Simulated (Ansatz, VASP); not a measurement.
## SnO2: VASP beside Ansatz

```
Sn O
1.0
     4.72233    0.00000    0.00000
     0.00000    4.72233    0.00000
     0.00000    0.00000    3.19047
Sn O
2 4
Direct
  0.50000 0.50000 0.50000
  0.00000 0.00000 0.00000
  0.19393 0.80607 0.50000
  0.80607 0.19393 0.50000
  0.30607 0.30607 0.00000
  0.69393 0.69393 0.00000
```

Alike in both runs: functional LDA; k mesh 6 × 6 × 8; occupations gaussian, width 0.02 eV; no spin polarisation.

Ansatz relaxed the structure, and its values are those at the end. VASP's run is a single point on that final structure, the one shown.

```csv
,VASP,Ansatz
version,VASP 6.6.1,Ansatz 0.2.0
potentials or method,"VASP PAW LDA potentials, release 64 (Sn_d, O), cutoff 520 eV","scalar-relativistic, plane waves, PAW"
valence electrons in the cell,52,52
```

Ansatz gave:

- gap on the k mesh at the Fermi level (eV): 1.16
- least direct gap on the mesh (eV): 1.16
- pressure (GPa): 0.0
- rms of the force components (eV/Å): 0.000

**Question.** What did VASP give for the same quantities?

**Answer.** gap on the k mesh at the Fermi level (eV): 1.20; least direct gap on the mesh (eV): 1.20; pressure (GPa): 1.1; rms of the force components (eV/Å): 0.010.

LDA's correlation is that of Perdew and Zunger in VASP and of Perdew and Wang (1992) in Ansatz.
